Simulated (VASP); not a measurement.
Input of a VASP 6.6.1 run:

INCAR

```
PREC = Accurate
ENCUT = 600
EDIFF = 1E-6
ISMEAR = -1
SIGMA = 0.15
LREAL = F
LASPH = T
NELM = 80
ALGO = Normal
ISIF = 3
LWAVE = F
LCHARG = F
GGA = PS
IBRION = 2
NSW = 80
EDIFFG = -0.001
PSTRESS = 110.0
```

Contents of KPOINTS:

```
regular mesh
0
Gamma
  18 18 12
```

Contents of POSCAR:

```
C
1.0
    2.4481204727      0.0000000000      0.0000000000
   -1.2240602364      2.1201345209      0.0000000000
    0.0000000000      0.0000000000      3.3016449864
C
2
Direct
    0.3333333333      0.6666666667      0.0000000000
    0.6666666667      0.3333333333      0.0000000000
```

Potentials or basis: VASP PAW PBE potentials, release 64 (C).

The run is started by

```sh
$ cat potpaw_PBE.64/C/POTCAR > POTCAR
$ mpirun -np 1 vasp_std > vasp.out
```

**Question.** Predict the relaxed volume.

**Answer.** 7.93 Å³/atom.

**Question.** What does it give for the space group after relaxing (to 0.1 Å)?

**Answer.** P6/mmm (No. 191).

**Question.** Predict the band gap on the k mesh.

**Answer.** Zero (bands 4 and 5 overlap by 2.21 eV).

The path:
| step | energy change (eV) | largest force (eV/Å) | pressure (GPa) | volume (Å³) |
| --- | --- | --- | --- | --- |
| 1 | 0.0000 | 0.0000 | 5.29 | 17.14 |
| 2 | 0.0542 | 0.0000 | 19.08 | 16.39 |
| 3 | 0.0172 | 0.0000 | 11.28 | 16.79 |
| 4 | 0.0283 | 0.0000 | 11.24 | 16.47 |
| 5 | 0.0513 | 0.0000 | 11.35 | 16.00 |
| 6 | 0.0634 | 0.0000 | 11.44 | 15.82 |
| 7 | 0.0618 | 0.0000 | 11.40 | 15.84 |
| 8 | 0.0565 | 0.0000 | 9.70 | 15.92 |
| 9 | 0.0604 | 0.0000 | 11.01 | 15.86 |
| 10 | 0.0604 | 0.0000 | 11.00 | 15.86 |

Caveat: the cell is relaxed towards a set pressure, so the run minimises the enthalpy, not the energy; this functional lacks dispersion, which binds layers or chains, so the pressure and a relaxed spacing across them are unreliable; the PAW data sets were made with another functional, which shifts forces and pressure a little.
